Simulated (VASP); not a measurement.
Write the native input for VASP 6.6.1 that does the following.

```yaml
Task: single point
Functional: PBE
Potentials_or_basis: VASP PAW PBE potentials, release 64 (Mg, I)
Cutoff: 520 eV
k_mesh: 6 × 6 × 4
Occupations: gaussian, width 0.05 eV
Spin: no spin polarisation
Dipole_correction: no
Further_INCAR_settings: ALGO = Normal; EDIFF = 1e-07; NBANDS = 15
```

The structure of MgI2 lies in POSCAR:

```
MgI2
1.0
    4.1537001214      0.0000000000      0.0000000000
   -2.0768500607      3.5972098248      0.0000000000
    0.0000000000      0.0000000000      6.8620000000
Mg I
1 2
Direct
   -0.0416989854     -0.0833979708      0.0000000000
    0.3333333333      0.6666666667      0.7576300000
    0.6666666667      0.3333333333      0.2423700000
```

This cell differs from its parent crystal: atom 1 (Mg) moved by (-0.300, +0.000) A along y and z.

These files were run (other wordings do the same):

INCAR

```
  ALGO = Normal
  EDIFF = 1E-7
  ENCUT = 520
  GGA = PE
  ISIF = 2
  ISMEAR = 0
  LASPH = True
  LCHARG = False
  LREAL = False
  LWAVE = False
  NBANDS = 15
  NELM = 60
  PREC = Accurate
  SIGMA = 0.05
```

KPOINTS

```
k-points
0
Gamma
  6 6 4
```

Potentials or basis: VASP PAW PBE potentials, release 64 (Mg, I).

The run is started by

```sh
$ cat potpaw_PBE.64/Mg/POTCAR potpaw_PBE.64/I/POTCAR > POTCAR
$ mpirun -np 1 vasp_std > vasp.out
```

It gave:

| Quantity | Value |
| --- | --- |
| Pressure | 2.1 GPa |
| Largest force | 0.822 eV/Å |
| Band gap on the k mesh | 3.49 eV (least direct gap 3.67 eV) |

Caveat: the cell differs from its parent crystal (atom 1 (Mg) moved by (-0.300, +0.000) A along y and z); spin-orbit coupling is left out, which moves the levels of the heavy elements; this functional lacks dispersion, which binds layers or chains, so the pressure and a relaxed spacing across them are unreliable.

Run time: 120 s on 1 thread of Intel Xeon 8259CL (shared host), peak memory 0.26 GiB.
